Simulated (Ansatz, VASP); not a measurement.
# One calculation of Ag, two programs

```
CELL_PARAMETERS angstrom
0.00000 2.04310 2.06353
2.04310 0.00000 2.06353
2.04310 2.04310 0.00000
ATOMIC_POSITIONS crystal
Ag 0.00000 0.00000 0.00000
```

Change from the starting cell: zz strain of +1 %, PAW files.

Alike in both runs: task electric field gradients; functional PBE; k mesh 15 × 15 × 15; occupations fermi-dirac, width 0.05 eV; no spin polarisation.

|  | VASP | Ansatz |
| --- | --- | --- |
| version | VASP 6.6.1 | Ansatz 0.2.0 |
| potentials or method | VASP PAW PBE potentials, release 64 (Ag) | PAW with Ansatz's default frozen-core files, scalar-relativistic |
| plane-wave cutoff (eV) | 520 | 420 |
| valence electrons in the cell | 11 | 19 |

```csv
,VASP,Ansatz,Ansatz less VASP
pressure (GPa),3.3,3.4,+0.15
"traceless stress, the component that is largest in VASP (GPa)",-0.06,-0.07,-0.012
size of Vzz on the site where it differs most (V/Å²),0.6,0.9,+0.30
```

VASP's potentials hold 11 valence electrons a cell and Ansatz's 19, so a difference there can come from the potentials and not from the codes.
